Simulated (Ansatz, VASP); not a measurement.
# AsAu: VASP beside Ansatz

Contents of INCAR:

```
SYSTEM = AsAu
PREC = Accurate
ENCUT = 520
EDIFF = 1E-8
ISMEAR = -1
SIGMA = 0.08
LREAL = .FALSE.
LASPH = .TRUE.
NELM = 60
ALGO = Normal
ISIF = 2
LWAVE = .FALSE.
LCHARG = .FALSE.
GGA = PE
LEFG = .TRUE.
NBANDS = 15
```

File KPOINTS:

```
regular mesh
0
G
  11 11 11
  0 0 0
```

The input POSCAR:

```
AsAu
1.0
    0.0000000000      2.8611770421      2.8611770421
    2.8611770421      0.0000000000      2.8611770421
    2.8611770421      2.8611770421      0.0000000000
Au As
1 1
Direct
    0.0000000000      0.0000000000      0.0000000000
    0.2500000000      0.2500000000      0.2500000000
```

Input for Ansatz:

```yaml
crystal:
  lattice:
    - [0.0, 2.8611770421, 2.8611770421]
    - [2.8611770421, 0.0, 2.8611770421]
    - [2.8611770421, 2.8611770421, 0.0]
  atoms:
    - { symbol: Au, position: [0.0, 0.0, 0.0] }
    - { symbol: As, position: [0.25, 0.25, 0.25] }
kpoints:
  mp_grid: { grid: [11, 11, 11] }
scf:
  occupations: { method: fermi_dirac, width: 0.08 }
hamiltonian:
  xc: pbe
  pseudopotentials: { kind: paw }
output:
  forces: true
  stress: true
  eigenvalues: true
  efg: { contact_densities: true }
```

Change from the starting cell: volume scaled by 0.9405, PAW files.

Alike in both runs: task electric field gradients; functional PBE; k mesh 11 × 11 × 11; occupations fermi-dirac, width 0.08 eV; no spin polarisation.

```csv
,VASP,Ansatz
version,VASP 6.6.1,Ansatz 0.2.0
potentials or method,"VASP PAW PBE potentials, release 64 (Au, As)","PAW with Ansatz's default frozen-core files, scalar-relativistic"
plane-wave cutoff (eV),520,420
valence electrons in the cell,16,34
```

|  | VASP | Ansatz | Ansatz less VASP |
| --- | --- | --- | --- |
| pressure (GPa) | 5.1 | 5.2 | +0.05 |

VASP's potentials hold 16 valence electrons a cell and Ansatz's 34, so a difference there can come from the potentials and not from the codes.

Spin-orbit coupling is off throughout.
